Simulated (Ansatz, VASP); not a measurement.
## TiO2: VASP beside Ansatz

The input INCAR:

```
PREC     = Accurate       # precision mode
ENCUT    = 520            # plane-wave cutoff, eV
EDIFF    = 1E-6           # SCF threshold, eV
ISMEAR   = 0              # smearing method
SIGMA    = 0.05           # smearing width, eV
LREAL    = False          # projectors in reciprocal space
LASPH    = True           # aspherical terms in the spheres
NELM     = 150            # most SCF steps
ALGO     = Normal         # electronic algorithm
ISIF     = 2              # what is computed and relaxed
LWAVE    = False          # write WAVECAR
LCHARG   = False          # write CHGCAR
LMAXMIX  = 4              # l up to which the mixer works
LDAU     = True           # DFT+U
LDAUTYPE = 2            
LDAUL    = 2 -1           # shell
LDAUU    = 4 0            # U, eV
LDAUJ    = 0 0          
LDAUPRINT= 1            
GGA      = PE             # functional
NBANDS   = 33             # bands
```

The input KPOINTS:

```
Automatic mesh
0
Gamma
  6 6 6
```

POSCAR

```
TiO2
1.0
    2.6252399294     -2.6253128814     -0.0195896425
    2.6252399294      2.6253128814     -0.0195896425
   -2.5896256811      0.0000000000      4.7752202290
Ti O
2 4
Direct
    0.1250069486      0.8749930514      0.2500000000
    0.8749930514      0.1250069486      0.7500000000
    0.3210199348      0.0710432101      0.6420495915
    0.6789800652      0.9289567899      0.3579504085
    0.9289567899      0.6789800652      0.8579504085
    0.0710432101      0.3210199348      0.1420495915
```

Input for Ansatz:

```yaml
crystal:
  lattice:
    - [2.6252399294, -2.6253128814, -0.0195896425]
    - [2.6252399294, 2.6253128814, -0.0195896425]
    - [-2.5896256811, 0.0, 4.775220229]
  atoms:
    - { symbol: Ti, position: [0.1250069486, 0.8749930514, 0.25] }
    - { symbol: Ti, position: [0.8749930514, 0.1250069486, 0.75] }
    - { symbol: O, position: [0.3210199348, 0.0710432101, 0.6420495915] }
    - { symbol: O, position: [0.6789800652, 0.9289567899, 0.3579504085] }
    - { symbol: O, position: [0.9289567899, 0.6789800652, 0.8579504085] }
    - { symbol: O, position: [0.0710432101, 0.3210199348, 0.1420495915] }
basis:
  ecutwfc: 520.0
kpoints:
  mp_grid: { grid: [6, 6, 6] }
hamiltonian:
  xc: pbe
  pseudopotentials: { kind: paw, azcp: { folder: soft_1 } }
  hubbard: { sites: [{ species: Ti, l: d, u_eff: 4.0 }] }
scf:
  occupations: { method: gaussian, width: 0.05 }
output:
  forces: true
  stress: true
  eigenvalues: true
```

Alike in both runs: task single point; functional PBE; k mesh 6 × 6 × 6; occupations gaussian, width 0.05 eV; no spin polarisation; Hubbard terms Ti d U = 4.0 eV.

```csv
,VASP,Ansatz
version,VASP 6.6.1,Ansatz 0.2.0
potentials or method,"VASP PAW PBE potentials, release 64 (Ti_sv, O), cutoff 520 eV","scalar-relativistic, plane waves, PAW"
valence electrons in the cell,48,48
```

```tsv
	VASP	Ansatz	Ansatz less VASP
gap on the k mesh at the Fermi level (eV)	2.98	2.98	+0.006
least direct gap on the mesh (eV)	3.24	3.22	-0.015
rms of the force components (eV/Å)	1.349	1.232	-0.1168
```

The programs project onto different local orbitals, so the same U acts differently, and such runs can settle in different states. Atom by atom the forces differ by 0.117 eV/Å (rms over components).
